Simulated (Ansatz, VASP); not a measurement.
**TaNbSb3 in VASP and in Ansatz**

```xyz
5
Lattice="4.7927 0.0000 0.0000 0.0000 4.7927 0.0000 0.0000 0.0000 4.7927" Properties=species:S:1:pos:R:3 pbc="T T T"
Ta    2.3964    2.3964    2.3964
Nb    0.0000    0.0000    0.0000
Sb    0.0000    2.3964    2.3964
Sb    2.3964    0.0000    2.3964
Sb    2.3964    2.3964    0.0000
```

Alike in both runs: task relaxation of cell and atoms; functional PBE; k mesh 4 × 4 × 4; occupations gaussian, width 0.1 eV; no spin polarisation.

```csv
,VASP,Ansatz
version,VASP 6.6.1,Ansatz 0.2.0
potentials or method,"VASP PAW PBE potentials, release 64 (Ta_pv, Nb_sv, Sb), cutoff 600 eV","scalar-relativistic, plane waves, PAW"
valence electrons in the cell,39,71
```

Ansatz gave:

| Property | Result |
| --- | --- |
| gap on the k mesh at the Fermi level, each at its own relaxed structure (eV) | none |
| relaxed volume (Å³/atom) | 29.38 |
| relaxed cell length with the largest relative difference (Å) | 5.276 |

Question: Estimate VASP's values.

Answer: gap on the k mesh at the Fermi level, each at its own relaxed structure (eV): none; relaxed volume (Å³/atom): 29.47; relaxed cell length with the largest relative difference (Å): 5.282.

A gap of «none» marks a metal or a gap that the smearing closes. VASP's potentials hold 39 valence electrons a cell and Ansatz's 71, so a difference there can come from the potentials and not from the codes.

Neither program's run includes spin-orbit coupling. Noted on VASP's run: the volume moved by over 15 % at a fixed basis, so the end points are rough.
